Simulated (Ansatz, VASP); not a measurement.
**One calculation of GaF, two programs**

```
Ga F
1.0
     3.16592    0.00000    0.00000
     0.00000    3.16592    0.00000
     0.00000    0.00000    3.16592
Ga F
1 1
Direct
  0.00000 0.00000 0.00000
  0.50000 0.50000 0.50000
```

Alike in both runs: functional HF; k mesh 4 × 4 × 4; occupations fermi-dirac, width 0.05 eV; no spin polarisation.

```csv
,VASP,Ansatz
version,VASP 6.6.1,Ansatz 0.2.0
potentials or method,"VASP PAW PBE potentials, release 64 (Ga_d, F)",Ansatz PAW
plane-wave cutoff (eV),520,420
valence electrons in the cell,20,20
task,single point,band structure
```

```csv
,VASP,Ansatz,Ansatz less VASP
gap on the k mesh at the Fermi level (eV),5.57,5.41,-0.163
least direct gap on the mesh (eV),7.94,7.77,-0.171
pressure (GPa),7.4,7.9,+0.55
```

VASP's potentials were made for PBE, not for HF.

The k mesh is coarse, so the values compare programs but aren't converged.
